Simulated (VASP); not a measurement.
Crystal: BN (lda).

```
CELL_PARAMETERS angstrom
0.00000 1.81300 1.81300
1.81300 0.00000 1.81300
1.81300 1.81300 0.00000
ATOMIC_POSITIONS crystal
B 0.00000 0.00000 0.00000
N 0.25000 0.25000 0.25000
```

```yaml
Program: VASP 6.6.1
Task: relaxation of cell and atoms
Functional: LDA
Potentials_or_basis: VASP PAW LDA potentials, release 64 (B, N)
Cutoff: 600 eV
k_mesh: 10 × 10 × 10
Occupations: gaussian, width 0.1 eV
Spin: no spin polarisation
```

At the start: pressure -13.6 GPa; volume 5.96 Å³/atom.

**Question.** Where does the relaxation end?

**Answer.** Over 3 steps the energy falls by 9.2 meV/atom and the volume is 5.75 Å³/atom (-3.5 %); space group F-43m (No. 216, to 0.05 Å).

Step by step:
```tsv
step	energy change (eV)	largest force (eV/Å)	pressure (GPa)	volume (Å³)
1	0.0000	0.0000	-13.60	11.92
2	0.0027	0.0000	16.35	11.07
3	-0.0185	0.0000	-0.10	11.50
```

Final structure:
```
B N
1.0
     0.00000    1.79143    1.79143
     1.79143    0.00000    1.79143
     1.79143    1.79143    0.00000
B N
1 1
Cartesian
  0.0000 0.0000 0.0000
  0.8957 0.8957 0.8957
```
